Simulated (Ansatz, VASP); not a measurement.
**Ti: VASP beside Ansatz**

```
Ti
1.0
    -1.59177    1.59177    1.64100
     1.59177   -1.59177    1.64100
     1.59177    1.59177   -1.64100
Ti
1
Direct
  0.00000 0.00000 0.00000
```

Change from the starting cell: equal xx and yy strain of -3 %.

Alike in both runs: task single point; functional PBEsol; k mesh 14 × 14 × 14; occupations fermi-dirac, width 0.05 eV; no spin polarisation.

```csv
,VASP,Ansatz
version,VASP 6.6.1,Ansatz 0.2.0
potentials or method,"VASP PAW PBE potentials, release 64 (Ti_sv), cutoff 520 eV","all-electron LAPW, scalar-relativistic"
```

```csv
,VASP,Ansatz,Ansatz less VASP
pressure (GPa),-0.8,-0.6,+0.25
"traceless stress, the component that is largest in VASP (GPa)",0.41,0.42,+0.006
```

VASP's potentials were made for PBE, not for PBEsol. Ansatz ran all-electron here, and VASP with PAW potentials.
